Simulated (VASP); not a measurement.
Set up this calculation in VASP 6.6.1, as the native input.

```
Task                   : single point
Functional             : PBE
Potentials or basis    : VASP PAW PBE potentials, release 64 (K_sv, Ca_sv, Cl)
Cutoff                 : 520 eV
k mesh                 : 4 × 4 × 2
Occupations            : gaussian, width 0.1 eV
Spin                   : no spin polarisation
Dipole correction      : no
Further INCAR settings : ALGO = Normal; EDIFF = 1e-07; NBANDS = 36
```

The structure of K2Ca3Cl lies in POSCAR:

```
K2Ca3Cl
1.0
    4.0086902521      0.0000000000      0.0000000000
    0.0000000000      4.0086902521      0.0000000000
    0.0000000000      0.0000000000     17.6242869418
K Ca Cl
2 3 1
Direct
    0.0000000000      0.5000000000      0.7648709858
    0.5000000000      0.0000000000      0.2351290142
    0.5000000000      0.5000000000      0.0000000000
    0.0000000000      0.5000000000      0.4254905352
    0.5000000000      0.0000000000      0.5745094648
    0.0000000000      0.0000000000      0.0000000000
```

The cell was generated, and may not be a known phase.

The input as run:

INCAR

```
  PREC = Accurate
  ENCUT = 520
  EDIFF = 1E-7
  ISMEAR = 0
  SIGMA = 0.1
  LREAL = F
  LASPH = T
  NELM = 100
  ALGO = Normal
  ISIF = 2
  LWAVE = F
  LCHARG = F
  GGA = PE
  NBANDS = 36
```

KPOINTS

```
regular mesh
0
Gamma
  4 4 2
```

Potentials or basis: VASP PAW PBE potentials, release 64 (K_sv, Ca_sv, Cl).

The run is started by

```bash
$ cat potpaw_PBE.64/K_sv/POTCAR potpaw_PBE.64/Ca_sv/POTCAR potpaw_PBE.64/Cl/POTCAR > POTCAR
$ mpirun -np 1 vasp_std > vasp.out
```

Results of the run:

| Quantity | Value |
| --- | --- |
| Pressure | 0.1 GPa |
| Largest force | 0.008 eV/Å |
| Band gap on the k mesh | zero (an odd number of electrons rules out a gap without spin polarisation) |

Caveat: the k points lie up to 0.39 Å⁻¹ apart, too coarse for converged energies and pressures of a metal.

It took 2.9 min on 1 thread of Intel(R) Xeon(R) Platinum 8488C (Sapphire Rapids), with other jobs on the host, peak memory 0.41 GiB.
